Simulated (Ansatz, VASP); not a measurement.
**CdF2 in VASP and in Ansatz**

File INCAR:

```
SYSTEM = CdF2
  PREC = Accurate
  ENCUT = 520
  EDIFF = 1E-6
  ISMEAR = 0
  SIGMA = 0.05
  LREAL = .FALSE.
  LASPH = .TRUE.
  NELM = 60
  ALGO = Normal
  ISIF = 2
  LWAVE = .FALSE.
  LCHARG = .FALSE.
  GGA = PE
  NBANDS = 20
```

KPOINTS

```
Automatic mesh
0
G
  8 8 8
  0 0 0
```

POSCAR

```
CdF2
1.0
    0.0000000000      2.5925735987      2.7349058892
    2.5925735987      0.0000000000      2.7349058892
    2.5925735987      2.5925735987      0.0000000000
Cd F
1 2
Direct
    0.0000000000      0.0000000000      0.0000000000
    0.2500000000      0.2500000000      0.2500000000
    0.7500000000      0.7500000000      0.7500000000
```

Input for Ansatz:

```yaml
crystal:
  lattice:
    - [0.0, 2.5925735987, 2.7349058892]
    - [2.5925735987, 0.0, 2.7349058892]
    - [2.5925735987, 2.5925735987, 0.0]
  atoms:
    - { symbol: Cd, position: [0.0, 0.0, 0.0] }
    - { symbol: F, position: [0.25, 0.25, 0.25] }
    - { symbol: F, position: [0.75, 0.75, 0.75] }
basis:
  ecutwfc: 520.0
kpoints:
  mp_grid: { grid: [8, 8, 8] }
hamiltonian:
  xc: pbe
  pseudopotentials: { kind: paw }
scf:
  occupations: { method: gaussian, width: 0.05 }
output:
  forces: true
  stress: true
  eigenvalues: true
```

Alike in both runs: task single point; functional PBE; k mesh 8 × 8 × 8; occupations gaussian, width 0.05 eV; no spin polarisation.

|  | VASP | Ansatz |
| --- | --- | --- |
| version | VASP 6.6.1 | Ansatz 0.2.0 |
| potentials or method | VASP PAW PBE potentials, release 64 (Cd, F), cutoff 520 eV | scalar-relativistic, plane waves, PAW |
| valence electrons in the cell | 26 | 34 |

|  | VASP | Ansatz | Ansatz less VASP |
| --- | --- | --- | --- |
| gap on the k mesh at the Fermi level (eV) | 3.21 | 3.25 | +0.037 |
| least direct gap on the mesh (eV) | 3.58 | 3.61 | +0.036 |
| pressure (GPa) | 14.9 | 13.8 | -1.10 |
| traceless stress, the component that is largest in VASP (GPa) | -3.92 | -3.99 | -0.077 |

The functional is the same, so the differences come from potentials, cutoffs and numerics. VASP's potentials hold 26 valence electrons a cell and Ansatz's 34, so a difference there can come from the potentials and not from the codes.
